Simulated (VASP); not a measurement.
# MgO (Pm-3m) in VASP: settings compared

MgO is run at these levels: PBE, r2SCAN, HSE06, PBE0; tasks: single point.

Program: VASP 6.6.1. These are calculated values, not measurements. Logs are shortened: lines on timing, memory, paths and dates and some standing lists are left out, and cuts for length are marked.

## 1. The cell of the first run

The structure is cubic, space group Pm-3m (No. 221). The conventional cell has a = 2.623 Å, b = 2.623 Å, c = 2.623 Å, α = 90.00°, β = 90.00°, γ = 90.00°. Mg (site symmetry m-3m) has 8 O at 2.27 Å and 6 Mg at 2.62 Å within 3.0 Å. Within 3.0 Å of O (site symmetry m-3m) lie 8 Mg at 2.27 Å and 6 O at 2.62 Å.

## 2. Single point, PBE

INCAR reads:

```
PREC = Accurate
ENCUT = 520
EDIFF = 1E-6
ISMEAR = 0
SIGMA = 0.01
LREAL = False
LASPH = True
NELM = 60
ALGO = Normal
ISIF = 2
LWAVE = False
LCHARG = False
GGA = PE
NBANDS = 11
```

KPOINTS reads:

```
Automatic mesh
0
Gamma
  6 6 6
```

POSCAR reads:

```
MgO
1.0
    2.6233491265      0.0000000000      0.0000000000
    0.0000000000      2.6233491265      0.0000000000
    0.0000000000      0.0000000000      2.6233491265
Mg O
1 1
Direct
    0.0000000000      0.0000000000      0.0000000000
    0.5000000000      0.5000000000      0.5000000000
```

Potentials or basis: VASP PAW PBE potentials, release 64 (Mg, O).

Launch:

```
$ cat potpaw_PBE.64/Mg/POTCAR potpaw_PBE.64/O/POTCAR > POTCAR
$ mpirun -np 1 vasp_std > vasp.out
```

OUTCAR:

```text
PREC = Accurate
   ENCUT = 520
   EDIFF = 1E-6
   ISMEAR = 0
   LREAL = False
   LASPH = True
   NELM = 60
   ISIF = 2
   GGA = PE

 ion  position               nearest neighbor table
   1  0.000  0.000  0.000-   2 2.27   2 2.27   2 2.27   2 2.27   2 2.27   2 2.27   2 2.27   2 2.27

   2  0.500  0.500  0.500-   1 2.27   1 2.27   1 2.27   1 2.27   1 2.27   1 2.27   1 2.27   1 2.27

  LATTYP: Found a simple cubic cell.
 ALAT       =     2.6233491265

  Lattice vectors:

 A1 = (   2.6233491265,   0.0000000000,   0.0000000000)
 A2 = (   0.0000000000,   2.6233491265,   0.0000000000)
 A3 = (   0.0000000000,   0.0000000000,   2.6233491265)

Analysis of symmetry for initial positions (statically):
=====================================================================
 Subroutine PRICEL returns:
 Original cell was already a primitive cell.

 Routine SETGRP: Setting up the symmetry group for a
 simple cubic supercell.

 Subroutine GETGRP returns: Found 48 space group operations
 (whereof 48 operations were pure point group operations)
 out of a pool of 48 trial point group operations.

The static configuration has the point symmetry O_h .

Analysis of symmetry for dynamics (positions and initial velocities):
=====================================================================
 Subroutine PRICEL returns:
 Original cell was already a primitive cell.

 Routine SETGRP: Setting up the symmetry group for a
 simple cubic supercell.

 Subroutine GETGRP returns: Found 48 space group operations
 (whereof 48 operations were pure point group operations)
 out of a pool of 48 trial point group operations.

The dynamic configuration has the point symmetry O_h .

 Subroutine INISYM returns: Found 48 space group operations
 (whereof 48 operations are pure point group operations),
 and found     1 'primitive' translations

----------------------------------------------------------------------------------------

                                     Primitive cell

  volume of cell :      18.0538

  direct lattice vectors                    reciprocal lattice vectors
     2.623349126  0.000000000  0.000000000     0.381192114  0.000000000  0.000000000
     0.000000000  2.623349126  0.000000000     0.000000000  0.381192114  0.000000000
     0.000000000  0.000000000  2.623349126     0.000000000  0.000000000  0.381192114

  length of vectors
     2.623349126  2.623349126  2.623349126     0.381192114  0.381192114  0.381192114

  position of ions in fractional coordinates (direct lattice)
     0.000000000  0.000000000  0.000000000
     0.500000000  0.500000000  0.500000000
[... 82 lines left out ...]
   PSTRESS=    0.0 pullay stress
   NELECT =       8.0000    total number of electrons
   NUPDOWN=      -1.0000    fix difference up-down
   EMIN   =  10.00;   EMAX   =-10.00  energy-range for DOS
   EFERMI =   0.00;   METHOD = LEGACY
   ISMEAR =     0;   SIGMA  =   0.01  broadening in eV -4-tet -1-fermi 0-gaus
   EFERMI_NEDOS =   21; number of points for ismear=-14 and -15
   IALGO  =     38    algorithm
   IMIX   =      4    mixing-type and parameters
     AMIX     =   0.40;   BMIX     =  1.00
     AMIX_MAG =   1.60;   BMIX_MAG =  1.00
  volume/ion in A,a.u.               =       9.03        60.92
  Fermi-wavevector in a.u.,A,eV,Ry     =   1.248098  2.358563 21.194461  1.557749
  Thomas-Fermi vector in A             =   2.382200
   LORBIT       =      0    0 simple, 1 ext, 2 COOP (PROOUT), +10 PAW based schemes
   GGA     = PE    functional components
   LHFCALC =     F    Hartree Fock is set to
   AEXX    =    0.0000 exact exchange contribution
   IVDW    =     0    specifies the selected vdW correction
   LEPSILON=     F    determine dielectric tensor
   LRPA    =     F    only Hartree local field effects (RPA)
 non-spin polarized calculation
 Gauss-broadening in eV      SIGMA  =   0.01
  energy-cutoff  :      520.00
  volume of cell :       18.05
 maximum number of plane-waves:       500
 NGX is ok and might be reduce to    20
   NGX =  9   NGY =  9   NGZ =  9

 number of electron       7.9999999 magnetization

 Free energy of the ion-electron system (eV)
  ---------------------------------------------------
  ext. energy  EPLUGINS =         0.00000000
  ---------------------------------------------------
  free energy    TOTEN  =       -10.38620833 eV

  energy without entropy =      -10.38620833  energy(sigma->0) =      -10.38620833

 E-fermi :   5.2905     XC(G=0): -11.3655

 val. band max:        5.1262751970   @ k =   0.5000   0.5000   0.0000
 cond. band min:       7.7436418654   @ k =   0.0000   0.0000   0.0000
 fundamental gap:      2.6173666684
 Fermi energy:         5.2904573043

 k-point     1 :       0.0000    0.0000    0.0000
  band No.  band energies     occupation
      1     -13.4657      2.00000
      2       4.1059      2.00000
      3       4.1059      2.00000
      4       4.1059      2.00000
      5       7.7436      0.00000
      6      15.5938      0.00000
      7      15.5938      0.00000
      8      25.6107      0.00000
      9      25.6107      0.00000
     10      25.6107      0.00000
     11      32.7792      0.00000
[... 253 lines left out ...]
 k-point    20 :       0.5000    0.5000    0.5000
  band No.  band energies     occupation
      1     -10.4730      2.00000
      2       1.4523      2.00000
      3       1.4523      2.00000
      4       1.4523      2.00000
      5      12.6565      0.00000
      6      12.6565      0.00000
      7      12.6565      0.00000
      8      21.6283      0.00000
      9      24.0913      0.00000
     10      24.0913      0.00000
     11      24.0913      0.00000

------------------------ aborting loop because EDIFF is reached ----------------------------------------

  FORCE on cell =-STRESS in cart. coord.  units (eV):
  Direction    XX          YY          ZZ          XY          YZ          ZX
  --------------------------------------------------------------------------------------
  -------------------------------------------------------------------------------------
  Total        0.6155459      0.6155459      0.6155459      0.0000000      0.0000000     -0.0000000
  in kB       54.6264204     54.6264204     54.6264204      0.0000000      0.0000000     -0.0000000
  external PRESSURE =      54.6264204 kB  Pullay stress =       0.0000000 kB

 VOLUME and BASIS-vectors are now :
 -----------------------------------------------------------------------------
  energy-cutoff  :      520.00
  volume of cell :       18.05
      direct lattice vectors                 reciprocal lattice vectors
     2.623349126  0.000000000  0.000000000     0.381192114  0.000000000  0.000000000
     0.000000000  2.623349126  0.000000000     0.000000000  0.381192114  0.000000000
     0.000000000  0.000000000  2.623349126     0.000000000  0.000000000  0.381192114

 POSITION                                       TOTAL-FORCE (eV/Angst)
 -----------------------------------------------------------------------------------
      0.00000      0.00000      0.00000         0.000000      0.000000      0.000000
      1.31167      1.31167      1.31167         0.000000      0.000000      0.000000
 -----------------------------------------------------------------------------------
    total drift:                                0.000000      0.000000      0.000000

  FREE ENERGIE OF THE ION-ELECTRON SYSTEM (eV)
  ---------------------------------------------------
  free  energy   TOTEN  =       -10.3862083307 eV

  energy  without entropy=      -10.3862083307  energy(sigma->0) =      -10.38620833
```

stdout:

```text
POSCAR found type information on POSCAR MgO
 POSCAR found :  2 types and       2 ions
 scaLAPACK will be used
 LDA part: xc-table for (Slater+PW92), standard interpolation
 POSCAR, INCAR and KPOINTS ok, starting setup
 FFT: planning ... GRIDC
 FFT: planning ... GRID_SOFT
 FFT: planning ... GRID
 WAVECAR not read
 entering main loop
```

It took 3.8 s on 1 thread of AMD EPYC 7R13 (Zen 3), shared host; peak memory 0.09 GiB.

What came out:

```yaml
Free_energy: -10.3862 eV
Pressure: 5.5 GPa
Band_gap_on_the_k_mesh: 2.62 eV (least direct gap 3.64 eV)
```

Levels at points of the mesh, in eV from the valence-band top:
```csv
k point,band 2,band 3,band 4,band 5,band 6,band 7
"(0.00, 0.00, 0.00)",-1.02,-1.02,-1.02,2.62,10.47,10.47
"(0.50, 0.00, 0.00)",-6.57,-0.57,-0.57,7.11,9.55,14.60
"(0.50, 0.50, 0.00)",-4.76,-4.76,0.00,4.99,12.30,12.30
"(0.50, 0.50, 0.50)",-3.67,-3.67,-3.67,7.53,7.53,7.53
```

Caveat: the cell stands under pressure; the structure was generated, so it needn't be the stable form of MgO.

## 3. Single point, r2SCAN

POSCAR is that of step 2.

INCAR.step1 reads:

```
SYSTEM = MgO
PREC = Accurate ; ENCUT = 520
ISMEAR = 0 ; SIGMA = 0.01
LREAL = .False. ; LASPH = .True.
NELM = 60 ; NBANDS = 11
GGA = PE ; ALGO = Normal
EDIFF = 1E-4 ; LWAVE = .True.
LCHARG = .False.
```

INCAR.step2 reads:

```
SYSTEM = MgO
PREC = Accurate ; ENCUT = 520
EDIFF = 1E-7 ; ISMEAR = 0
SIGMA = 0.01 ; LREAL = .False.
LASPH = .True. ; NELM = 60
ALGO = Normal ; ISIF = 2
LWAVE = .False. ; LCHARG = .False.
METAGGA = R2SCAN ; LMIXTAU = .True.
NBANDS = 11 ; ISTART = 1
```

KPOINTS reads:

```
regular mesh
0
Gamma
  6 6 6
  0 0 0
```

Potentials or basis: VASP PAW PBE potentials, release 64 (Mg, O).

Launch:

```
$ cat potpaw_PBE.64/Mg/POTCAR potpaw_PBE.64/O/POTCAR > POTCAR
$ cp INCAR.step1 INCAR
$ mpirun -np 1 vasp_std > vasp.out
$ cp INCAR.step2 INCAR
$ mpirun -np 1 vasp_std > vasp.out
```

OUTCAR:

```text
SYSTEM = MgO
   PREC = Accurate
   ENCUT = 520
   EDIFF = 1E-7
   ISMEAR = 0
   LREAL = .False.
   LASPH = .True.
   NELM = 60
   ISIF = 2
   METAGGA = R2SCAN
   ISTART = 1

 ion  position               nearest neighbor table
   1  0.000  0.000  0.000-   2 2.27   2 2.27   2 2.27   2 2.27   2 2.27   2 2.27   2 2.27   2 2.27

   2  0.500  0.500  0.500-   1 2.27   1 2.27   1 2.27   1 2.27   1 2.27   1 2.27   1 2.27   1 2.27

  LATTYP: Found a simple cubic cell.
 ALAT       =     2.6233491265

  Lattice vectors:

 A1 = (   2.6233491265,   0.0000000000,   0.0000000000)
 A2 = (   0.0000000000,   2.6233491265,   0.0000000000)
 A3 = (   0.0000000000,   0.0000000000,   2.6233491265)

Analysis of symmetry for initial positions (statically):
=====================================================================
 Subroutine PRICEL returns:
 Original cell was already a primitive cell.

 Routine SETGRP: Setting up the symmetry group for a
 simple cubic supercell.

 Subroutine GETGRP returns: Found 48 space group operations
 (whereof 48 operations were pure point group operations)
 out of a pool of 48 trial point group operations.

The static configuration has the point symmetry O_h .

Analysis of symmetry for dynamics (positions and initial velocities):
=====================================================================
 Subroutine PRICEL returns:
 Original cell was already a primitive cell.

 Routine SETGRP: Setting up the symmetry group for a
 simple cubic supercell.

 Subroutine GETGRP returns: Found 48 space group operations
 (whereof 48 operations were pure point group operations)
 out of a pool of 48 trial point group operations.

The dynamic configuration has the point symmetry O_h .

 Subroutine INISYM returns: Found 48 space group operations
 (whereof 48 operations are pure point group operations),
 and found     1 'primitive' translations

----------------------------------------------------------------------------------------

                                     Primitive cell

  volume of cell :      18.0538

  direct lattice vectors                    reciprocal lattice vectors
     2.623349126  0.000000000  0.000000000     0.381192114  0.000000000  0.000000000
     0.000000000  2.623349126  0.000000000     0.000000000  0.381192114  0.000000000
     0.000000000  0.000000000  2.623349126     0.000000000  0.000000000  0.381192114

  length of vectors
     2.623349126  2.623349126  2.623349126     0.381192114  0.381192114  0.381192114

  position of ions in fractional coordinates (direct lattice)
     0.000000000  0.000000000  0.000000000
     0.500000000  0.500000000  0.500000000

  ion indices of the primitive-cell ions
   primitive index   ion index
                 1           1
                 2           2

----------------------------------------------------------------------------------------

 KPOINTS: regular mesh

Automatic generation of k-mesh.
 Grid dimensions read from file:
 generate k-points for:    6    6    6

 Generating k-lattice:

  Cartesian coordinates                     Fractional coordinates (reciprocal lattice)
     0.063532019  0.000000000  0.000000000     0.166666667  0.000000000  0.000000000
[... 21 lines left out ...]
  0.333333  0.166667  0.000000     24.000000
[... 12 lines left out ...]
  0.500000  0.500000  0.333333      6.000000
  0.500000  0.500000  0.500000      1.000000
   k-points           NKPTS =     20   k-points in BZ     NKDIM =     20   number of bands    NBANDS=     11
   number of dos      NEDOS =    301   number of ions     NIONS =      2
   total plane-waves  NPLWV =   8000
   dimension x,y,z NGX =    20 NGY =   20 NGZ =   20
   dimension x,y,z NGXF=    40 NGYF=   40 NGZF=   40
   ions per type =               1   1
   NGX,Y,Z   is equivalent  to a cutoff of  12.67, 12.67, 12.67 a.u.
   NGXF,Y,Z  is equivalent  to a cutoff of  25.35, 25.35, 25.35 a.u.
 SYSTEM =  MgO
   PREC   = accura    normal or accurate (medium, high low for compatibility)
   ISTART =      1    job   : 0-new  1-cont  2-samecut
   ICHARG =      0    charge: 1-file 2-atom 10-const
   ISPIN  =      1    spin polarized calculation?
   LNONCOLLINEAR =      F non collinear calculations
   LSORBIT =      F    spin-orbit coupling
   LASPH  =      T    aspherical Exc in radial PAW
   ENCUT  =  520.0 eV  38.22 Ry    6.18 a.u.   4.88  4.88  4.88*2*pi/ulx,y,z
   NELM   =     60;   NELMIN=  2; NELMDL=  0     # of ELM steps
   EDIFF  = 0.1E-06   stopping-criterion for ELM
   LREAL  =      F    real-space projection
   EDIFFG = 0.1E-05   stopping-criterion for IOM
   NSW    =      0    number of steps for IOM
   IBRION =     -1    ionic relax: 0-MD 1-quasi-New 2-CG
   NFREE  =      0    steps in history (QN), initial steepest desc. (CG)
   ISIF   =      2    stress and relaxation
   ISYM   =      2    0-nonsym 1-usesym 2-fastsym
   POTIM  = 0.5000    time-step for ionic-motion
   TEBEG  =    0.0;   TEEND  =   0.0 temperature during run
   PSTRESS=    0.0 pullay stress
   NELECT =       8.0000    total number of electrons
   NUPDOWN=      -1.0000    fix difference up-down
   EMIN   =  10.00;   EMAX   =-10.00  energy-range for DOS
   EFERMI =   0.00;   METHOD = LEGACY
   ISMEAR =     0;   SIGMA  =   0.01  broadening in eV -4-tet -1-fermi 0-gaus
   EFERMI_NEDOS =   21; number of points for ismear=-14 and -15
   IALGO  =     38    algorithm
   IMIX   =      4    mixing-type and parameters
     AMIX     =   0.40;   BMIX     =  1.00
     AMIX_MAG =   1.60;   BMIX_MAG =  1.00
  volume/ion in A,a.u.               =       9.03        60.92
  Fermi-wavevector in a.u.,A,eV,Ry     =   1.248098  2.358563 21.194461  1.557749
  Thomas-Fermi vector in A             =   2.382200
   LORBIT       =      0    0 simple, 1 ext, 2 COOP (PROOUT), +10 PAW based schemes
   METAGGA = R2SCAN    functional components
   LHFCALC =     F    Hartree Fock is set to
   AEXX    =    0.0000 exact exchange contribution
   IVDW    =     0    specifies the selected vdW correction
   LEPSILON=     F    determine dielectric tensor
   LRPA    =     F    only Hartree local field effects (RPA)
 non-spin polarized calculation
 Gauss-broadening in eV      SIGMA  =   0.01
  energy-cutoff  :      520.00
  volume of cell :       18.05
 maximum number of plane-waves:       500
 NGX is ok and might be reduce to    20
   NGX =  9   NGY =  9   NGZ =  9

 number of electron       7.9999999 magnetization

 Free energy of the ion-electron system (eV)
  ---------------------------------------------------
  ext. energy  EPLUGINS =         0.00000000
  ---------------------------------------------------
  free energy    TOTEN  =       -14.52546588 eV

  energy without entropy =      -14.52546588  energy(sigma->0) =      -14.52546588

 E-fermi :   4.9544     XC(G=0): -11.8828

 val. band max:        4.8201026572   @ k =   0.5000   0.5000   0.0000
 cond. band min:       8.2691870433   @ k =   0.0000   0.0000   0.0000
 fundamental gap:      3.4490843862
 Fermi energy:         4.9544119979

 k-point     1 :       0.0000    0.0000    0.0000
  band No.  band energies     occupation
      1     -14.7632      2.00000
      2       3.7612      2.00000
      3       3.7612      2.00000
      4       3.7612      2.00000
      5       8.2692      0.00000
      6      16.2792      0.00000
      7      16.2792      0.00000
      8      26.7075      0.00000
      9      26.7075      0.00000
     10      26.7075      0.00000
     11      33.8522      0.00000
[... 253 lines left out ...]
 k-point    20 :       0.5000    0.5000    0.5000
  band No.  band energies     occupation
      1     -11.7919      2.00000
      2       1.0311      2.00000
      3       1.0311      2.00000
      4       1.0311      2.00000
      5      13.2282      0.00000
      6      13.2282      0.00000
      7      13.2282      0.00000
      8      22.7412      0.00000
      9      25.2247      0.00000
     10      25.2247      0.00000
     11      25.2247      0.00000

------------------------ aborting loop because EDIFF is reached ----------------------------------------

  FORCE on cell =-STRESS in cart. coord.  units (eV):
  Direction    XX          YY          ZZ          XY          YZ          ZX
  --------------------------------------------------------------------------------------
  -------------------------------------------------------------------------------------
  Total       -0.1368048     -0.1368048     -0.1368048      0.0000000      0.0000000     -0.0000000
  in kB      -12.1406974    -12.1406974    -12.1406974      0.0000000      0.0000000     -0.0000000
  external PRESSURE =     -12.1406974 kB  Pullay stress =       0.0000000 kB

 VOLUME and BASIS-vectors are now :
 -----------------------------------------------------------------------------
  energy-cutoff  :      520.00
  volume of cell :       18.05
      direct lattice vectors                 reciprocal lattice vectors
     2.623349126  0.000000000  0.000000000     0.381192114  0.000000000  0.000000000
     0.000000000  2.623349126  0.000000000     0.000000000  0.381192114  0.000000000
     0.000000000  0.000000000  2.623349126     0.000000000  0.000000000  0.381192114

 POSITION                                       TOTAL-FORCE (eV/Angst)
 -----------------------------------------------------------------------------------
      0.00000      0.00000      0.00000         0.000000      0.000000      0.000000
      1.31167      1.31167      1.31167         0.000000      0.000000      0.000000
 -----------------------------------------------------------------------------------
    total drift:                                0.000000      0.000000      0.000000

  FREE ENERGIE OF THE ION-ELECTRON SYSTEM (eV)
  ---------------------------------------------------
  free  energy   TOTEN  =       -14.5254658818 eV

  energy  without entropy=      -14.5254658818  energy(sigma->0) =      -14.52546588
```

Run time: 17 s. Hardware: 1 thread of AMD EPYC 7R13 (Zen 3), shared host; peak memory 0.1 GiB.

What came out:

* Free energy: -14.5255 eV
* Pressure: -1.2 GPa
* Band gap on the k mesh: 3.45 eV (least direct gap 4.51 eV)

Caveat: the structure was generated, so it needn't be the stable form of MgO; the PAW data sets were made with another functional, which shifts forces and pressure a little. A k mesh can miss the band edges.

(Continued in part 2 of 2.)
